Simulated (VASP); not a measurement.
A run of VASP 6.6.1 is set up as follows.

File INCAR:

```
  PREC = Accurate
  ENCUT = 520
  EDIFF = 1E-6
  ISMEAR = -1
  SIGMA = 0.05
  LREAL = Auto
  LASPH = True
  NELM = 150
  ALGO = Normal
  ISIF = 2
  LWAVE = False
  LCHARG = False
  ISPIN = 2
  MAGMOM = 0 0 0 0 0 0 0 0 0 0 0 0 0 0 0 0 0 0 0 0 0 0 0 0 0 0 0 0 0 0 0 0 0 0 0 0 0 0 0 0 0 0 0 0 0 0 0 0 0 0 0 0 0 0 0 0 0 0 0 0 0 0 0
  LORBIT = 11
  GGA = PE
  NBANDS = 172
```

KPOINTS

```
regular mesh
0
Gamma
  1 1 1
```

The input POSCAR:

```
GaSi62
1.0
   10.8600000000      0.0000000000      0.0000000000
    0.0000000000     10.8600000000      0.0000000000
    0.0000000000      0.0000000000     10.8600000000
Si Ga
62 1
Direct
    0.4998268877      0.0011274401      0.0010968692
    0.6262186924      0.1235439227      0.1277779006
    0.7480401473      0.2501621547      0.0007476980
    0.8750232044      0.3759539595      0.1235575506
    0.7517472376     -0.0020610497      0.2530793738
    0.8782998158      0.1165819521      0.3828465930
   -0.0002076427      0.0011546041      0.0002553407
    0.1264978821      0.1259881215      0.1251326888
    0.2486317680      0.2527581031     -0.0014803867
    0.3748230203      0.3749323204      0.1247008287
    0.4968571823      0.5012124309     -0.0015428177
    0.6238192449      0.6232094843      0.1249225599
    0.7489388582      0.7498546961     -0.0000655617
    0.8750118785      0.8747308471      0.1248401473
    0.2511361878      0.0012918048      0.2495634438
    0.3778489871      0.1235659300      0.3760829650
    0.4999981584      0.2497744015      0.2498883978
    0.6262811234      0.3717790055      0.3761511971
    0.7484154696      0.4986795580      0.2497577348
    0.8749848987      0.6239351750      0.3746564457
    0.5030509208     -0.0020572744      0.5016627072
    0.6326239411      0.1168196133      0.6281697974
    0.7517279006      0.2462245856      0.5016483425
    0.8749469613      0.3745384899      0.6248358195
    0.7618016575     -0.0123865562      0.7527025783
    0.8748746777      0.1251030387      0.8759876611
   -0.0034074586      0.5070651013     -0.0076455801
    0.1230010129      0.6266664825      0.1213881215
    0.2415624309      0.7532428177     -0.0084530387
    0.3731118785      0.8743111418      0.1230302947
   -0.0005714549      0.2481303867      0.2514389503
    0.1261356354      0.3748556169      0.3734638122
    0.2485950276      0.5011886740      0.2467800184
    0.3751484346      0.6230493554      0.3738077348
    0.5009624309      0.7499320442      0.2509126151
    0.6320549724      0.8715522099      0.3820384899
    0.0030475138     -0.0125848066      0.5119921731
    0.1262064457      0.1252104972      0.6247853591
    0.2508758748      0.2502348066      0.4979423573
    0.3734787293      0.3761140884      0.6250220994
    0.4999484346      0.4985733886      0.4984665746
    0.6247337017      0.6239566298      0.6249593002
    0.7612159300      0.7473930018      0.5112191529
    0.2503406077      0.0011867403      0.7497593923
    0.3753102210      0.1258758748      0.8765641805
    0.5013364641      0.2482855433      0.7494512891
    0.6235921731      0.3749054328      0.8760403315
    0.7490006446      0.4996365562      0.7495693370
    0.8723878453      0.6362391344      0.8631393186
   -0.0001858195      0.7499345304      0.2496545120
    0.1261449355      0.8746616022      0.3743673112
   -0.0003527624      0.4995633517      0.4988010129
    0.1128921731      0.6365019337      0.6220878453
    0.2500917127      0.7498126151      0.4987116022
    0.3748494475      0.8747064457      0.6249278085
   -0.0002449355      0.2497462247      0.7496437385
    0.1230125230      0.3779254144      0.8729116022
    0.2421318600      0.5073163904      0.7464486188
    0.3713558011      0.6266618785      0.8729175875
    0.4996537753      0.7499034991      0.7497313076
    0.6245639963      0.8745937385      0.8758883057
    0.1124154696      0.8780902394      0.8623987109
    0.9383549724      0.8136275322      0.6875600368
```

Potentials or basis: VASP PAW PBE potentials, release 64 (Si, Ga_d).

Launch:

```sh
$ cat potpaw_PBE.64/Si/POTCAR potpaw_PBE.64/Ga_d/POTCAR > POTCAR
$ mpirun -np 1 vasp_gam > vasp.out
```

**Question.** Predict the band gap on the k mesh.

**Answer.** 0.79 eV.

**Question.** Estimate the net moment.

**Answer.** 0.00 μB per cell.

**Question.** Estimate the largest force.

**Answer.** 0.023 eV/Å.

**Question.** Estimate the pressure.

**Answer.** 1.3 GPa.

Forces in eV/Å, atoms in the order of the input:
```
Si  -0.001  0.000 -0.003
Si  -0.002  0.000 -0.003
Si   0.008 -0.003  0.000
Si  -0.001  0.004 -0.004
Si  -0.001 -0.002  0.006
Si  -0.003  0.004 -0.005
Si  -0.007  0.000 -0.002
Si  -0.002  0.003 -0.002
Si   0.000 -0.002 -0.001
Si  -0.002  0.004  0.000
Si  -0.002  0.001 -0.002
Si   0.002  0.004 -0.001
Si  -0.007  0.000  0.005
Si  -0.001  0.002  0.003
Si  -0.001 -0.003  0.001
Si  -0.005  0.001 -0.001
Si   0.003 -0.010  0.000
Si   0.000  0.001  0.001
Si   0.003  0.006  0.001
Si   0.001 -0.009 -0.006
Si   0.006 -0.002 -0.002
Si  -0.005  0.004 -0.005
Si   0.002 -0.004  0.003
Si   0.000  0.003  0.001
Si  -0.002  0.014  0.000
Si   0.003  0.002  0.003
Si   0.004 -0.002  0.002
Si  -0.002 -0.001 -0.001
Si   0.008  0.001  0.008
Si  -0.002  0.001 -0.001
Si   0.001 -0.002  0.001
Si   0.002 -0.001  0.002
Si  -0.002  0.001 -0.002
Si  -0.001  0.006  0.000
Si   0.003 -0.001  0.003
Si  -0.001  0.007 -0.001
Si   0.001  0.016 -0.009
Si   0.003 -0.001  0.005
Si   0.002 -0.003  0.007
Si  -0.004  0.004  0.000
Si  -0.001  0.006  0.001
Si  -0.007 -0.011  0.003
Si   0.007  0.000  0.003
Si  -0.002 -0.002 -0.006
Si  -0.002  0.004 -0.004
Si   0.002 -0.002  0.001
Si   0.004 -0.001  0.002
Si  -0.010 -0.006 -0.004
Si   0.001  0.007  0.002
Si  -0.002 -0.001 -0.007
Si   0.005 -0.008 -0.001
Si  -0.005 -0.004 -0.007
Si   0.010  0.004  0.000
Si   0.004  0.001 -0.002
Si   0.003  0.003  0.000
Si  -0.002  0.000 -0.002
Si   0.000  0.001  0.002
Si   0.003 -0.004  0.002
Si  -0.001  0.000 -0.001
Si  -0.006 -0.002 -0.002
Si  -0.004 -0.008  0.007
Si   0.018  0.000  0.015
Ga  -0.013 -0.017 -0.003
```

Caveat: the k points lie up to 0.58 Å⁻¹ apart; no moment was typed at the start, so none could form.
